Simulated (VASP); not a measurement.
# Al (P6_3/mmc) in VASP: a series of runs

Al is run at these levels: LDA; tasks: single point.

Program: VASP 6.6.1. These are calculated values, not measurements. Logs are shortened: lines on timing, memory, paths and dates and some standing lists are left out, and cuts for length are marked.

## (1) The cell of the first run

The structure is hexagonal, space group P6_3/mmc (No. 194). The conventional cell has a = 2.768 Å, b = 2.768 Å, c = 9.179 Å, α = 90.00°, β = 90.00°, γ = 120.00°. Within 3.6 Å of Al (site symmetry -3m) lie 12 Al at 2.77 to 2.80 Å. Al (site symmetry -6m2) has 12 Al at 2.77 to 2.80 Å within 3.6 Å.

This isn't the form of Al at room conditions, which is fcc.

## (2) Single point, LDA (15.23 Å³/atom)

File INCAR:

```
ALGO = Normal
EDIFF = 1E-6
ENCUT = 520
ISIF = 2
ISMEAR = -1
LASPH = T
LCHARG = F
LREAL = F
LWAVE = F
NBANDS = 14
NELM = 60
PREC = Accurate
SIGMA = 0.1
```

File KPOINTS:

```
k-points
0
Gamma
  14 14 4
```

File POSCAR:

```
Al
1.0
    2.7683247888      0.0000000000      0.0000000000
   -1.3841623944      2.3974395930      0.0000000000
    0.0000000000      0.0000000000      9.1792483824
Al
4
Direct
    1.0000000000      0.0000000000      0.0000000000
    1.0000000000      1.0000000000      0.5000000000
    0.3333333333      0.6666666667      0.2500000000
    0.6666666667      0.3333333333      0.7500000000
```

Potentials or basis: VASP PAW LDA potentials, release 64 (Al).

Launch:

```bash
> cat potpaw_LDA.64/Al/POTCAR > POTCAR
> mpirun -np 1 vasp_std > vasp.out
```

OUTCAR:

```text
EDIFF = 1E-6
   ENCUT = 520
   ISIF = 2
   ISMEAR = -1
   LASPH = T
   LREAL = F
   NELM = 60
   PREC = Accurate

 ion  position               nearest neighbor table
   1  0.000  0.000  0.000-   3 2.80   4 2.80   3 2.80   4 2.80   4 2.80   3 2.80
   2  0.000  0.000  0.500-   3 2.80   4 2.80   3 2.80   4 2.80   4 2.80   3 2.80
   3  0.333  0.667  0.250-   1 2.80   2 2.80   1 2.80   2 2.80   1 2.80   2 2.80
   4  0.667  0.333  0.750-   1 2.80   2 2.80   1 2.80   2 2.80   1 2.80   2 2.80

  LATTYP: Found a hexagonal cell.
 ALAT       =     2.7683247888
 C/A-ratio  =     3.3158133827

  Lattice vectors:

 A1 = (   2.7683247888,   0.0000000000,   0.0000000000)
 A2 = (  -1.3841623944,   2.3974395930,   0.0000000000)
 A3 = (   0.0000000000,   0.0000000000,   9.1792483824)

Analysis of symmetry for initial positions (statically):
=====================================================================
 Subroutine PRICEL returns:
 Original cell was already a primitive cell.

 Routine SETGRP: Setting up the symmetry group for a
 hexagonal supercell.

 Subroutine GETGRP returns: Found 24 space group operations
 (whereof 12 operations were pure point group operations)
 out of a pool of 24 trial point group operations.

The static configuration has the point symmetry D_3d.
 The point group associated with its full space group is D_6h.

Analysis of symmetry for dynamics (positions and initial velocities):
=====================================================================
 Subroutine PRICEL returns:
 Original cell was already a primitive cell.

 Routine SETGRP: Setting up the symmetry group for a
 hexagonal supercell.

 Subroutine GETGRP returns: Found 24 space group operations
 (whereof 12 operations were pure point group operations)
 out of a pool of 24 trial point group operations.

The dynamic configuration has the point symmetry D_3d.
 The point group associated with its full space group is D_6h.

 Subroutine INISYM returns: Found 24 space group operations
 (whereof 12 operations are pure point group operations),
 and found     1 'primitive' translations

----------------------------------------------------------------------------------------

                                     Primitive cell

  volume of cell :      60.9217

  direct lattice vectors                    reciprocal lattice vectors
     2.768324789  0.000000000  0.000000000     0.361229291  0.208555828  0.000000000
    -1.384162394  2.397439593  0.000000000     0.000000000  0.417111657  0.000000000
     0.000000000  0.000000000  9.179248382     0.000000000  0.000000000  0.108941382

  length of vectors
     2.768324789  2.768324789  9.179248382     0.417111656  0.417111657  0.108941382

  position of ions in fractional coordinates (direct lattice)
     0.000000000  0.000000000  0.000000000
     0.000000000  0.000000000  0.500000000
     0.333333333  0.666666667  0.250000000
     0.666666667  0.333333333  0.750000000

  ion indices of the primitive-cell ions
   primitive index   ion index
                 1           1
                 2           2
                 3           3
                 4           4

----------------------------------------------------------------------------------------

 KPOINTS: k-points

Automatic generation of k-mesh.
 Grid dimensions read from file:
 generate k-points for:   14   14    4

 Generating k-lattice:

  Cartesian coordinates                     Fractional coordinates (reciprocal lattice)
     0.025802092  0.014896845  0.000000000     0.071428571  0.000000000  0.000000000
     0.000000000  0.029793690  0.000000000     0.000000000  0.071428571  0.000000000
     0.000000000  0.000000000  0.027235345     0.000000000  0.000000000  0.250000000

  Length of vectors
     0.029793690  0.029793690  0.027235345

  Shift w.r.t. Gamma in fractional coordinates (k-lattice)
     0.000000000  0.000000000  0.000000000

 Subroutine IBZKPT returns following result:
 ===========================================

 Found     72 irreducible k-points:

 Following reciprocal coordinates:
            Coordinates               Weight
  0.000000  0.000000  0.000000      1.000000
  0.071429  0.000000  0.000000      6.000000
  0.142857  0.000000  0.000000      6.000000
  0.214286  0.000000  0.000000      6.000000
  0.285714 -0.000000  0.000000      6.000000
  0.357143 -0.000000  0.000000      6.000000
[... 16 lines left out ...]
  0.285714  0.285714  0.000000      6.000000
  0.357143  0.285714  0.000000      6.000000
 [... further k-points ...]
   k-points           NKPTS =     72   k-points in BZ     NKDIM =     72   number of bands    NBANDS=     14
   number of dos      NEDOS =    301   number of ions     NIONS =      4
   total plane-waves  NPLWV =  40320
   dimension x,y,z NGX =    24 NGY =   24 NGZ =   70
   dimension x,y,z NGXF=    48 NGYF=   48 NGZF=  140
   ions per type =               4
   NGX,Y,Z   is equivalent  to a cutoff of  14.41, 14.41, 12.68 a.u.
   NGXF,Y,Z  is equivalent  to a cutoff of  28.83, 28.83, 25.36 a.u.
 SYSTEM =  unknown system
   PREC   = accura    normal or accurate (medium, high low for compatibility)
   ISTART =      0    job   : 0-new  1-cont  2-samecut
   ICHARG =      2    charge: 1-file 2-atom 10-const
   ISPIN  =      1    spin polarized calculation?
   LNONCOLLINEAR =      F non collinear calculations
   LSORBIT =      F    spin-orbit coupling
   LASPH  =      T    aspherical Exc in radial PAW
   ENCUT  =  520.0 eV  38.22 Ry    6.18 a.u.   5.15  5.15 17.07*2*pi/ulx,y,z
   NELM   =     60;   NELMIN=  2; NELMDL= -5     # of ELM steps
   EDIFF  = 0.1E-05   stopping-criterion for ELM
   LREAL  =      F    real-space projection
[... 7 lines left out ...]
   TEBEG  =    0.0;   TEEND  =   0.0 temperature during run
   PSTRESS=    0.0 pullay stress
   NELECT =      12.0000    total number of electrons
   NUPDOWN=      -1.0000    fix difference up-down
   EMIN   =  10.00;   EMAX   =-10.00  energy-range for DOS
   EFERMI =   0.00;   METHOD = LEGACY
   ISMEAR =    -1;   SIGMA  =   0.10  broadening in eV -4-tet -1-fermi 0-gaus
   EFERMI_NEDOS =   21; number of points for ismear=-14 and -15
   IALGO  =     38    algorithm
   IMIX   =      4    mixing-type and parameters
     AMIX     =   0.40;   BMIX     =  1.00
     AMIX_MAG =   1.60;   BMIX_MAG =  1.00
  volume/ion in A,a.u.               =      15.23       102.78
  Fermi-wavevector in a.u.,A,eV,Ry     =   0.952528  1.800018 12.344709  0.907310
  Thomas-Fermi vector in A             =   2.081100
   LORBIT       =      0    0 simple, 1 ext, 2 COOP (PROOUT), +10 PAW based schemes
   GGA     = CA    functional components
   LHFCALC =     F    Hartree Fock is set to
   AEXX    =    0.0000 exact exchange contribution
   IVDW    =     0    specifies the selected vdW correction
   LEPSILON=     F    determine dielectric tensor
   LRPA    =     F    only Hartree local field effects (RPA)
 non-spin polarized calculation
  energy-cutoff  :      520.00
  volume of cell :       60.92
 maximum number of plane-waves:      1666
 NGX is ok and might be reduce to    24
   NGX = 11   NGY = 11   NGZ = 35

 number of electron      12.0000000 magnetization

 Free energy of the ion-electron system (eV)
  ---------------------------------------------------
  ext. energy  EPLUGINS =         0.00000000
  ---------------------------------------------------
  free energy    TOTEN  =       -16.70544035 eV

  energy without entropy =      -16.65619475  energy(sigma->0) =      -16.68081755

 E-fermi :   8.6601     XC(G=0): -10.6437

 val. band max:        8.6305374830   @ k =   0.2857   0.0714   0.0000
 cond. band min:       8.6770672376   @ k =   0.2857   0.2143   0.2500
 fundamental gap:      0.0465297546
 Fermi energy:         8.6601205797

 k-point     1 :       0.0000    0.0000    0.0000
  band No.  band energies     occupation
      1      -3.0165      2.00000
      2      -1.2797      2.00000
      3      -1.2725      2.00000
      4       3.6903      2.00000
      5       3.9503      2.00000
      6      11.9382      0.00000
      7      11.9503      0.00000
      8      20.0816      0.00000
      9      20.0816      0.00000
     10      20.1813      0.00000
     11      20.1813      0.00000
     12      21.1009      0.00000
     13      21.1251      0.00000
     14      21.1661      0.00000

 k-point     2 :       0.0714    0.0000    0.0000
  band No.  band energies     occupation
      1      -2.8856      2.00000
      2      -1.1504      2.00000
      3      -1.1433      2.00000
      4       3.8109      2.00000
      5       4.0776      2.00000
      6      12.0420      0.00000
      7      12.0582      0.00000
      8      17.7499      0.00000
      9      18.7003      0.00000
     10      19.0962      0.00000
     11      19.1871      0.00000
     12      20.1097      0.00000
     13      20.1160      0.00000
     14      20.1258      0.00000

 k-point     3 :       0.1429    0.0000    0.0000
  band No.  band energies     occupation
      1      -2.4935      2.00000
      2      -0.7634      2.00000
      3      -0.7565      2.00000
      4       4.1729      2.00000
      5       4.4565      2.00000
      6      12.3180      0.00000
      7      12.3658      0.00000
      8      15.0244      0.00000
      9      16.3770      0.00000
     10      16.4915      0.00000
     11      17.4913      0.00000
     12      18.9099      0.00000
     13      18.9449      0.00000
     14      18.9504      0.00000
[... 324 lines left out ...]
 k-point    23 :       0.2857    0.2857    0.0000
  band No.  band energies     occupation
      1       3.1179      2.00000
      2       4.7328      2.00000
      3       4.7442      2.00000
      4       6.4536      2.00000
      5       6.5846      2.00000
      6       7.7672      1.99974
      7       7.9589      1.99820
      8       8.4312      1.81590
      9       8.7884      0.43419
     10       9.5965      0.00017
     11      10.6514      0.00000
     12      12.7601      0.00000
     13      13.2378      0.00000
     14      13.3273      0.00000

 k-point    24 :       0.3571    0.2857    0.0000
  band No.  band energies     occupation
      1       4.6941      2.00000
      2       4.7447      2.00000
      3       5.9191      2.00000
      4       6.0203      2.00000
      5       6.3917      2.00000
      6       6.5999      2.00000
      7       6.8140      2.00000
      8       8.1926      1.98153
      9       8.3743      1.89148
     10      10.8441      0.00000
     11      11.4358      0.00000
     12      11.7185      0.00000
     13      12.1513      0.00000
     14      12.9232      0.00000

 [... further k-points ...]

------------------------ aborting loop because EDIFF is reached ----------------------------------------

  FORCE on cell =-STRESS in cart. coord.  units (eV):
  Direction    XX          YY          ZZ          XY          YZ          ZX
  --------------------------------------------------------------------------------------
  -------------------------------------------------------------------------------------
  Total        1.4427099      1.4427099      1.4697836      0.0000000     -0.0000000      0.0000000
  in kB       37.9417849     37.9417849     38.6537954      0.0000000     -0.0000000      0.0000000
  external PRESSURE =      38.1791217 kB  Pullay stress =       0.0000000 kB

 VOLUME and BASIS-vectors are now :
 -----------------------------------------------------------------------------
  energy-cutoff  :      520.00
  volume of cell :       60.92
      direct lattice vectors                 reciprocal lattice vectors
     2.768324789  0.000000000  0.000000000     0.361229291  0.208555828  0.000000000
    -1.384162394  2.397439593  0.000000000     0.000000000  0.417111657  0.000000000
     0.000000000  0.000000000  9.179248382     0.000000000  0.000000000  0.108941382

 POSITION                                       TOTAL-FORCE (eV/Angst)
 -----------------------------------------------------------------------------------
      0.00000      0.00000      0.00000         0.000000      0.000000     -0.000000
      0.00000      0.00000      4.58962         0.000000      0.000000     -0.000000
     -0.00000      1.59829      2.29481         0.000000     -0.000000      0.000000
      1.38416      0.79915      6.88444        -0.000000      0.000000      0.000000
 -----------------------------------------------------------------------------------
    total drift:                               -0.000000     -0.000000      0.000000

  FREE ENERGIE OF THE ION-ELECTRON SYSTEM (eV)
  ---------------------------------------------------
  free  energy   TOTEN  =       -16.7054403517 eV

  energy  without entropy=      -16.6561947528  energy(sigma->0) =      -16.68081755
```

Run time: 32 s. Hardware: 1 thread of Intel Xeon 6455B, shared host; peak memory 0.18 GiB.

Results:

| Property | Result |
| --- | --- |
| Free energy | -16.7054 eV |
| Pressure | 3.8 GPa |
| Band gap on the k mesh | zero (bands 6 and 7 overlap by 5.65 eV) |

Caveat: the cell stands under pressure.

## (3) Single point, LDA (15.87 Å³/atom)

This run uses another cell than the first one, of 15.87 Å³/atom.

File INCAR:

```
PREC = Accurate
ENCUT = 520
EDIFF = 1E-7
ISMEAR = -1
SIGMA = 0.1
LREAL = F
LASPH = T
NELM = 80
ALGO = Normal
ISIF = 2
LWAVE = F
LCHARG = F
NBANDS = 14
```

File KPOINTS:

```
regular mesh
0
Gamma
  14 14 4
```

File POSCAR:

```
Al
1.0
    2.8062517591      0.0000000000      0.0000000000
   -1.4031258796      2.4302853128      0.0000000000
    0.0000000000      0.0000000000      9.3050071382
Al
4
Direct
    1.0000000000      0.0000000000      0.0000000000
    1.0000000000      1.0000000000      0.5000000000
    0.3333333333      0.6666666667      0.2500000000
    0.6666666667      0.3333333333      0.7500000000
```

Potentials or basis: VASP PAW LDA potentials, release 64 (Al).

Launch:

```bash
> cat potpaw_LDA.64/Al/POTCAR > POTCAR
> mpirun -np 1 vasp_std > vasp.out
```

Wall time 35 s (1 thread of Intel Xeon 6455B, shared host); peak memory 0.18 GiB.

Results (log left out):

- Free energy: -16.7352 eV
- Pressure: 0.1 GPa
- Band gap on the k mesh: zero (bands 6 and 7 overlap by 5.57 eV)

Stress tensor (GPa, compression positive):
```
-0.05  0.00  0.00
 0.00 -0.05  0.00
 0.00  0.00  0.29
```

Levels at points of the mesh, in eV from the Fermi level:
| k point | band 2 | band 3 | band 4 | band 5 | band 6 | band 7 | band 8 | band 9 | band 10 | band 11 |
| --- | --- | --- | --- | --- | --- | --- | --- | --- | --- | --- |
| (0.00, 0.00, 0.00) | -9.70 | -9.69 | -4.80 | -4.65 | 3.20 | 3.21 | 11.09 | 11.09 | 11.24 | 11.24 |
| (0.50, 0.00, 0.00) | -5.25 | -3.99 | -3.94 | -3.36 | -3.29 | 0.81 | 1.21 | 1.25 | 1.55 | 5.89 |
| (0.00, 0.00, 0.50) | -10.96 | -7.60 | -7.60 | -1.10 | -1.10 | 8.07 | 8.07 | 11.41 | 11.41 | 11.41 |
| (0.50, 0.00, 0.50) | -4.93 | -4.85 | -4.85 | -1.91 | -1.91 | -1.25 | -1.25 | 4.50 | 4.50 | 4.68 |

(Continued in part 2 of 2.)
